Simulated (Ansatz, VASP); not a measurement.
BN in VASP and in Ansatz

```xyz
4
Lattice="2.5227 0.0000 0.0000 -1.2613 2.1847 0.0000 0.0000 0.0000 4.1744" Properties=species:S:1:pos:R:3 pbc="T T T"
B     1.2613    0.7282    4.1732
B     0.0000    1.4565    2.0860
N     1.2613    0.7282    2.6102
N     0.0000    1.4565    0.5230
```

Alike in both runs: functional LDA; k mesh 12 × 12 × 6; occupations gaussian, width 0.02 eV; no spin polarisation.

Ansatz relaxed the structure, and its values are those at the end. VASP's run is a single point on that final structure, the one shown.

|  | VASP | Ansatz |
| --- | --- | --- |
| version | VASP 6.6.1 | Ansatz 0.2.0 |
| potentials or method | VASP PAW LDA potentials, release 64 (B, N), cutoff 520 eV | scalar-relativistic, plane waves, PAW |
| valence electrons in the cell | 16 | 16 |

VASP gave:

| Property | Result |
| --- | --- |
| gap on the k mesh at the Fermi level (eV) | 4.90 |
| least direct gap on the mesh (eV) | 8.28 |
| pressure (GPa) | 1.2 |

Task: Estimate Ansatz's values.

Result: gap on the k mesh at the Fermi level (eV): 4.92; least direct gap on the mesh (eV): 8.29; pressure (GPa): 0.0.

Ansatz warns that its potentials were made for another functional, while VASP's fit it. LDA's correlation is that of Perdew and Zunger in VASP and of Perdew and Wang (1992) in Ansatz.
